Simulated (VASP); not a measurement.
# HC18N in VASP: single point with PBE

Aim: the single point of HC18N with PBE.

Everything below comes from runs of VASP 6.6.1. Logs are shortened: lines on timing, memory, paths and dates and some standing lists are left out, and cuts for length are marked.

## Step 1: The cell of the first run

The cell holds a slab with vacuum, 20 atoms: a = 7.398 Å, b = 7.398 Å, c = 13.000 Å, α = 90.00°, β = 90.00°, γ = 120.00°.

## Step 2: Single point, PBE

The input, INCAR:

```
SYSTEM = HC18N
PREC = Accurate
ENCUT = 520
EDIFF = 1E-6
ISMEAR = -1
SIGMA = 0.02
LREAL = Auto
LASPH = .True.
NELM = 100
ALGO = Normal
ISIF = 2
LWAVE = .False.
LCHARG = .True.
GGA = PE
LELF = .True.
LVHAR = .True.
NBANDS = 55
```

The input, KPOINTS:

```
regular mesh
0
Gamma
  2 2 1
  0 0 0
```

The input, POSCAR:

```
HC18N
1.0
    7.3980000000      0.0000000000      0.0000000000
   -3.6990000000      6.4068560000      0.0000000000
    0.0000000000      0.0000000000     13.0000000000
C N H
18 1 1
Direct
    0.0025314003     -0.0020969724      0.0705026154
    0.2245985686      0.1095485836      0.0688325385
    0.0023465727      0.3316550271      0.0636724615
    0.2238651120      0.4437964580      0.0645342308
    0.0011111190      0.6619099914      0.0678774615
    0.2228183553      0.7731171108      0.0664998462
    0.3352593124     -0.0030885664      0.0695123846
    0.5512071869      0.1046230788      0.0771246923
    0.3349056330      0.3318112659      0.0693381538
    0.5547504762      0.4450897601      0.0748106923
    0.3303059585      0.6623315711      0.0716670000
    0.5524773909      0.7696484828      0.0977749231
    0.6732413546      0.0041185567      0.0935428462
    0.8949078852      0.1104118775      0.0707486923
    0.6675924665      0.3312779310      0.0946028462
    0.8946147389      0.4433641087      0.0701062308
    0.6693664052      0.6626941514      0.0774373077
    0.8894069485      0.7737455001      0.0730417692
    0.6160789090      0.8948563851      0.1917750769
    0.6734286873      1.3363707566      0.1812138462
```

Potentials or basis: VASP PAW PBE potentials, release 64 (C, N, H).

Launch:

```console
> cat potpaw_PBE.64/C/POTCAR potpaw_PBE.64/N/POTCAR potpaw_PBE.64/H/POTCAR > POTCAR
> mpirun -np 1 vasp_std > vasp.out
```

OUTCAR:

```text
SYSTEM = HC18N
   PREC = Accurate
   ENCUT = 520
   EDIFF = 1E-6
   ISMEAR = -1
   LREAL = Auto
   LASPH = .True.
   NELM = 100
   ISIF = 2
   GGA = PE

 ion  position               nearest neighbor table
   1  0.003  0.998  0.071-  14 1.41   2 1.42  18 1.44
   2  0.225  0.110  0.069-   1 1.42   9 1.42   7 1.43
   3  0.002  0.332  0.064-  16 1.41   4 1.42  14 1.42
   4  0.224  0.444  0.065-  11 1.40   3 1.42   9 1.43
   5  0.001  0.662  0.068-  16 1.40   6 1.42  18 1.43
   6  0.223  0.773  0.066-  11 1.40   5 1.42   7 1.43
   7  0.335  0.997  0.070-   8 1.39   2 1.43   6 1.43
   8  0.551  0.105  0.077-   7 1.39  13 1.44  15 1.47
   9  0.335  0.332  0.069-  10 1.41   2 1.42   4 1.43
  10  0.555  0.445  0.075-  17 1.40   9 1.41  15 1.47
  11  0.330  0.662  0.072-   6 1.40   4 1.40  12 1.46
  12  0.552  0.770  0.098-  17 1.46  19 1.46  11 1.46  13 1.50
  13  0.673  0.004  0.094-   8 1.44  14 1.45  19 1.46  12 1.50
  14  0.895  0.110  0.071-   1 1.41   3 1.42  13 1.45
  15  0.668  0.331  0.095-  20 1.13   8 1.47  10 1.47  16 1.49
  16  0.895  0.443  0.070-   5 1.40   3 1.41  15 1.49
  17  0.669  0.663  0.077-  10 1.40  18 1.41  12 1.46
  18  0.889  0.774  0.073-  17 1.41   5 1.43   1 1.44
  19  0.616  0.895  0.192-  13 1.46  12 1.46
  20  0.673  0.336  0.181-  15 1.13

  LATTYP: Found a hexagonal cell.
 ALAT       =     7.3980000000
 C/A-ratio  =     1.7572316842

  Lattice vectors:

 A1 = (   7.3980000000,   0.0000000000,   0.0000000000)
 A2 = (  -3.6990000000,   6.4068560000,   0.0000000000)
 A3 = (   0.0000000000,   0.0000000000,  13.0000000000)

Analysis of symmetry for initial positions (statically):
=====================================================================
 Subroutine PRICEL returns:
 Original cell was already a primitive cell.

 Routine SETGRP: Setting up the symmetry group for a
 hexagonal supercell.

 Subroutine GETGRP returns: Found  1 space group operations
 (whereof  1 operations were pure point group operations)
 out of a pool of 24 trial point group operations.

The static configuration has the point symmetry C_1 .

Analysis of symmetry for dynamics (positions and initial velocities):
=====================================================================
 Subroutine PRICEL returns:
 Original cell was already a primitive cell.

 Routine SETGRP: Setting up the symmetry group for a
 hexagonal supercell.

 Subroutine GETGRP returns: Found  1 space group operations
 (whereof  1 operations were pure point group operations)
 out of a pool of 24 trial point group operations.

The dynamic configuration has the point symmetry C_1 .

 Subroutine INISYM returns: Found  1 space group operations
 (whereof  1 operations are pure point group operations),
 and found     1 'primitive' translations

----------------------------------------------------------------------------------------

                                     Primitive cell

  volume of cell :     616.1730

  direct lattice vectors                    reciprocal lattice vectors
     7.398000000  0.000000000  0.000000000     0.135171668  0.078041398  0.000000000
    -3.699000000  6.406856000  0.000000000     0.000000000  0.156082796  0.000000000
     0.000000000  0.000000000 13.000000000     0.000000000  0.000000000  0.076923077

  length of vectors
     7.398000000  7.398000054 13.000000000     0.156082797  0.156082796  0.076923077

  position of ions in fractional coordinates (direct lattice)
     0.002531400  0.997903028  0.070502615
     0.224598569  0.109548584  0.068832538
     0.002346573  0.331655027  0.063672461
     0.223865112  0.443796458  0.064534231
     0.001111119  0.661909991  0.067877461
     0.222818355  0.773117111  0.066499846
[... 12 lines left out ...]
     0.616078909  0.894856385  0.191775077
     0.673428687  0.336370757  0.181213846

  ion indices of the primitive-cell ions
   primitive index   ion index
                 1           1
                 2           2
                 3           3
                 4           4
                 5           5
                 6           6
[... 12 lines left out ...]
                19          19
                20          20

----------------------------------------------------------------------------------------

 KPOINTS: regular mesh

Automatic generation of k-mesh.
 Grid dimensions read from file:
 generate k-points for:    2    2    1

 Generating k-lattice:

  Cartesian coordinates                     Fractional coordinates (reciprocal lattice)
     0.067585834  0.039020699  0.000000000     0.500000000 -0.000000000  0.000000000
     0.000000000  0.078041398  0.000000000     0.000000000  0.500000000  0.000000000
     0.000000000  0.000000000  0.076923077     0.000000000  0.000000000  1.000000000

  Length of vectors
     0.078041399  0.078041398  0.076923077

  Shift w.r.t. Gamma in fractional coordinates (k-lattice)
     0.000000000  0.000000000  0.000000000

 Subroutine IBZKPT returns following result:
 ===========================================

 Found      4 irreducible k-points:

 Following reciprocal coordinates:
            Coordinates               Weight
  0.000000  0.000000  0.000000      1.000000
  0.500000  0.000000  0.000000      1.000000
  0.000000  0.500000  0.000000      1.000000
  0.500000  0.500000  0.000000      1.000000
   k-points           NKPTS =      4   k-points in BZ     NKDIM =      4   number of bands    NBANDS=     55
   number of dos      NEDOS =    301   number of ions     NIONS =     20
   total plane-waves  NPLWV = 307328
   dimension x,y,z NGX =    56 NGY =   56 NGZ =   98
   dimension x,y,z NGXF=   112 NGYF=  112 NGZF=  196
   ions per type =              18   1   1
   NGX,Y,Z   is equivalent  to a cutoff of  12.58, 12.58, 12.53 a.u.
   NGXF,Y,Z  is equivalent  to a cutoff of  25.17, 25.17, 25.06 a.u.
 SYSTEM =  HC18N
   PREC   = accura    normal or accurate (medium, high low for compatibility)
   ISTART =      0    job   : 0-new  1-cont  2-samecut
   ICHARG =      2    charge: 1-file 2-atom 10-const
   ISPIN  =      1    spin polarized calculation?
   LNONCOLLINEAR =      F non collinear calculations
   LSORBIT =      F    spin-orbit coupling
   LASPH  =      T    aspherical Exc in radial PAW
   ENCUT  =  520.0 eV  38.22 Ry    6.18 a.u.  13.76 13.76 24.17*2*pi/ulx,y,z
   NELM   =    100;   NELMIN=  2; NELMDL= -5     # of ELM steps
   EDIFF  = 0.1E-05   stopping-criterion for ELM
   LREAL  =      T    real-space projection
   EDIFFG = 0.1E-04   stopping-criterion for IOM
   NSW    =      0    number of steps for IOM
   IBRION =     -1    ionic relax: 0-MD 1-quasi-New 2-CG
   NFREE  =      0    steps in history (QN), initial steepest desc. (CG)
   ISIF   =      2    stress and relaxation
   ISYM   =      2    0-nonsym 1-usesym 2-fastsym
   POTIM  = 0.5000    time-step for ionic-motion
   TEBEG  =    0.0;   TEEND  =   0.0 temperature during run
   PSTRESS=    0.0 pullay stress
   NELECT =      78.0000    total number of electrons
   NUPDOWN=      -1.0000    fix difference up-down
   EMIN   =  10.00;   EMAX   =-10.00  energy-range for DOS
   EFERMI =   0.00;   METHOD = LEGACY
   ISMEAR =    -1;   SIGMA  =   0.02  broadening in eV -4-tet -1-fermi 0-gaus
   EFERMI_NEDOS =   21; number of points for ismear=-14 and -15
   IALGO  =     38    algorithm
   IMIX   =      4    mixing-type and parameters
     AMIX     =   0.40;   BMIX     =  1.00
     AMIX_MAG =   1.60;   BMIX_MAG =  1.00
  volume/ion in A,a.u.               =      30.81       207.91
  Fermi-wavevector in a.u.,A,eV,Ry     =   0.822001  1.553356  9.193253  0.675685
  Thomas-Fermi vector in A             =   1.933259
   LORBIT       =      0    0 simple, 1 ext, 2 COOP (PROOUT), +10 PAW based schemes
   GGA     = PE    functional components
   LHFCALC =     F    Hartree Fock is set to
   AEXX    =    0.0000 exact exchange contribution
   IVDW    =     0    specifies the selected vdW correction
   LEPSILON=     F    determine dielectric tensor
   LRPA    =     F    only Hartree local field effects (RPA)
 non-spin polarized calculation
  energy-cutoff  :      520.00
  volume of cell :      616.17
 maximum number of plane-waves:     16651
 NGX is ok and might be reduce to    56
   NGX = 27   NGY = 27   NGZ = 49

 number of electron      78.0000003 magnetization

 Free energy of the ion-electron system (eV)
  ---------------------------------------------------
  ext. energy  EPLUGINS =         0.00000000
  ---------------------------------------------------
  free energy    TOTEN  =      -172.12288112 eV

  energy without entropy =     -172.12279812  energy(sigma->0) =     -172.12283962

 E-fermi :  -2.1523     XC(G=0):  -3.5513

 val. band max:       -2.3053575492   @ k =   0.0000   0.5000   0.0000
 cond. band min:      -1.9986004999   @ k =   0.0000   0.0000   0.0000
 fundamental gap:      0.3067570494
 Fermi energy:        -2.1523439200

 k-point     1 :       0.0000    0.0000    0.0000
  band No.  band energies     occupation
      1     -22.6430      2.00000
      2     -20.9835      2.00000
      3     -19.3356      2.00000
      4     -19.1623      2.00000
      5     -19.1202      2.00000
      6     -19.0320      2.00000
[... 43 lines left out ...]
     50       4.0057      0.00000
     51       4.5006      0.00000

 k-point     2 :       0.5000    0.0000    0.0000
  band No.  band energies     occupation
      1     -22.5425      2.00000
      2     -20.9955      2.00000
      3     -20.5075      2.00000
      4     -19.7383      2.00000
      5     -18.6307      2.00000
      6     -17.3649      2.00000
[... 43 lines left out ...]
     50       3.7110      0.00000
     51       4.0146      0.00000

 k-point     3 :       0.0000    0.5000    0.0000
  band No.  band energies     occupation
      1     -22.5265      2.00000
      2     -21.1458      2.00000
      3     -20.2889      2.00000
      4     -19.8091      2.00000
      5     -18.6372      2.00000
      6     -17.3545      2.00000
[... 43 lines left out ...]
     50       3.9904      0.00000
     51       4.0869      0.00000

 k-point     4 :       0.5000    0.5000    0.0000
  band No.  band energies     occupation
      1     -22.5310      2.00000
      2     -21.1019      2.00000
      3     -20.3727      2.00000
      4     -19.7684      2.00000
      5     -18.6275      2.00000
      6     -17.3878      2.00000
[... 43 lines left out ...]
     50       4.0107      0.00000
     51       4.0259      0.00000
 [bands above 51 left out]

------------------------ aborting loop because EDIFF is reached ----------------------------------------

  FORCE on cell =-STRESS in cart. coord.  units (eV):
  Direction    XX          YY          ZZ          XY          YZ          ZX
  --------------------------------------------------------------------------------------
  -------------------------------------------------------------------------------------
  Total        9.0226173      6.1099537      0.1317552     -1.0043749      0.0134824     -0.0118984
  in kB       23.4606735     15.8871451      0.3425907     -2.6115827      0.0350571     -0.0309383
  external PRESSURE =      13.2301365 kB  Pullay stress =       0.0000000 kB

 VOLUME and BASIS-vectors are now :
 -----------------------------------------------------------------------------
  energy-cutoff  :      520.00
  volume of cell :      616.17
      direct lattice vectors                 reciprocal lattice vectors
     7.398000000  0.000000000  0.000000000     0.135171668  0.078041398  0.000000000
    -3.699000000  6.406856000  0.000000000     0.000000000  0.156082796  0.000000000
     0.000000000  0.000000000 13.000000000     0.000000000  0.000000000  0.076923077

 POSITION                                       TOTAL-FORCE (eV/Angst)
 -----------------------------------------------------------------------------------
     -3.67252      6.39342      0.91653         0.003338     -0.006441      0.004600
      1.25636      0.70186      0.89482         0.007823     -0.004259     -0.005170
     -1.20943      2.12487      0.82774        -0.011960     -0.007879      0.005707
      0.01455      2.84334      0.83895         0.008333      0.009132     -0.000597
     -2.44018      4.24076      0.88241        -0.004656      0.004086      0.002532
     -1.21135      4.95325      0.86450         0.000477      0.010982     -0.004780
[... 12 lines left out ...]
      1.24768      5.73322      2.49308        -0.002678      0.009837      0.187349
      3.73779      2.15508      2.35578         0.002054      0.001328      0.030864
 -----------------------------------------------------------------------------------
    total drift:                               -0.003697     -0.005957     -0.012184

  FREE ENERGIE OF THE ION-ELECTRON SYSTEM (eV)
  ---------------------------------------------------
  free  energy   TOTEN  =      -172.1228811231 eV

  energy  without entropy=     -172.1227981154  energy(sigma->0) =     -172.12283962
```

Run time: 3.2 min. Hardware: 1 thread of Intel Xeon 6975P-C (Granite Rapids), shared host; peak memory 0.63 GiB.

What came out:

```yaml
Free_energy: -172.1229 eV
Largest_force: 0.188 eV/Å
Band_gap_on_the_k_mesh: 0.31 eV (least direct gap 0.37 eV)
```

Forces in eV/Å, atoms in the order of the input:
```
C    0.003 -0.006  0.005
C    0.008 -0.004 -0.005
C   -0.012 -0.008  0.006
C    0.008  0.009 -0.001
C   -0.005  0.004  0.003
C    0.000  0.011 -0.005
C   -0.009 -0.003 -0.005
C   -0.001 -0.004 -0.013
C    0.001  0.004 -0.009
C   -0.004  0.003  0.008
C    0.000 -0.003 -0.009
C   -0.009 -0.064 -0.070
C    0.016  0.054 -0.074
C   -0.003  0.006 -0.015
C    0.000 -0.002 -0.001
C   -0.003  0.000 -0.016
C    0.010 -0.004 -0.008
C   -0.002 -0.003 -0.009
N   -0.003  0.010  0.187
H    0.002  0.001  0.031
```

Caveat: the k points lie up to 0.49 Å⁻¹ apart; there is no dipole correction, which matters where the two faces differ; semilocal functionals underestimate gaps, and a narrow one can read as zero.
